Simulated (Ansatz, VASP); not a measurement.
# One calculation of SnO2, two programs

```xyz
6
Lattice="4.4557 0.0000 0.0000 0.0000 4.4563 0.0000 0.0000 0.0000 3.0103" Properties=species:S:1:pos:R:3 pbc="T T T"
Sn    2.2279    2.2281    1.5052
Sn    0.0000    0.0000    0.0000
O     1.1123    1.6092    0.0000
O     3.3402    0.6189    1.5052
O     1.1155    3.8374    1.5052
O     3.3434    2.8470    0.0000
```

Change from the starting cell: volume 9.962 Å^3 an atom, stretch along a over the lengths across it, relative to the relaxed cell 1.0000.

Alike in both runs: functional LDA; k mesh 6 × 6 × 10; occupations gaussian, width 0.05 eV; no spin polarisation.

Ansatz relaxed the structure, and its values are those at the end. VASP's run is a single point on that final structure, the one shown.

|  | VASP | Ansatz |
| --- | --- | --- |
| version | VASP 6.6.1 | Ansatz 0.2.0 |
| potentials or method | VASP PAW LDA potentials, release 64 (Sn_d, O), cutoff 520 eV | scalar-relativistic, plane waves, PAW |
| valence electrons in the cell | 52 | 52 |

```csv
,VASP,Ansatz,Ansatz less VASP
gap on the k mesh at the Fermi level (eV),3.27,3.24,-0.028
least direct gap on the mesh (eV),3.41,3.38,-0.027
rms of the force components (eV/Å),0.019,0.000,-0.0186
```

LDA's correlation is that of Perdew and Zunger in VASP and of Perdew and Wang (1992) in Ansatz. Ansatz's warnings: stress scf threshold loose.
